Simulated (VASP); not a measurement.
Write the native input for VASP 6.6.1 that does the following.

```yaml
Task: relaxation of volume and atoms at fixed shape
Functional: r2SCAN
Potentials_or_basis: VASP PAW PBE potentials, release 64 (Ir)
Cutoff: 600 eV
k_mesh: 11 × 11 × 11
Occupations: gaussian, width 0.1 eV
Spin: no spin polarisation
Dipole_correction: no
Further_INCAR_settings: ALGO = Normal; EDIFF = 1e-06; IBRION = 2; EDIFFG = -0.01; NSW = 60; ISIF = 8
```

Crystal: Ir.

```
Ir
1.0
     0.00000    1.91560    1.91560
     1.91560    0.00000    1.91560
     1.91560    1.91560    0.00000
Ir
1
Direct
  0.00000 0.00000 0.00000
```

These files were run (other wordings do the same):

POSCAR

```
Ir
1.0
    0.0000000000      1.9156000000      1.9156000000
    1.9156000000      0.0000000000      1.9156000000
    1.9156000000      1.9156000000      0.0000000000
Ir
1
Direct
    0.0000000000      0.0000000000      0.0000000000
```

INCAR.step1

```
SYSTEM = Ir
PREC = Accurate
ENCUT = 600
ISMEAR = 0
SIGMA = 0.1
LREAL = .False.
LASPH = .True.
NELM = 60
GGA = PE
ALGO = Normal
EDIFF = 1E-4
LWAVE = .True.
LCHARG = .False.
```

INCAR.step2

```
SYSTEM = Ir
PREC = Accurate
ENCUT = 600
EDIFF = 1E-6
ISMEAR = 0
SIGMA = 0.1
LREAL = .False.
LASPH = .True.
NELM = 60
ALGO = Normal
ISIF = 8
LWAVE = .False.
LCHARG = .False.
METAGGA = R2SCAN
LMIXTAU = .True.
IBRION = 2
NSW = 60
EDIFFG = -0.01
ISTART = 1
```

KPOINTS

```
regular mesh
0
Gamma
  11 11 11
  0 0 0
```

Potentials or basis: VASP PAW PBE potentials, release 64 (Ir).

The run is started by

```console
$ cat potpaw_PBE.64/Ir/POTCAR > POTCAR
$ cp INCAR.step1 INCAR
$ mpirun -np 1 vasp_std > vasp.out
$ cp INCAR.step2 INCAR
$ mpirun -np 1 vasp_std > vasp.out
```

Results of the run:

| Property | Result |
| --- | --- |
| Relaxed volume | 14.32 Å³/atom |
| Relaxed cell | a = 2.726 Å, b = 2.726 Å, c = 2.726 Å, α = 60.00°, β = 60.00°, γ = 60.00° |
| Space group after relaxing (to 0.1 Å) | Fm-3m (No. 225) |
| Energy gained by relaxing | 5.6 meV/atom |
| Ionic steps | 4 |
| Pressure after relaxing | 0.0 GPa |
| Band gap on the k mesh | zero (an odd number of electrons rules out a gap without spin polarisation) |

Caveat: the PAW data sets were made with another functional, which shifts forces and pressure a little; spin-orbit coupling is left out, which moves the levels of the heavy elements.

Run time: 100 s on 1 thread of Intel Xeon 8259CL, on a shared host, peak memory 0.16 GiB.
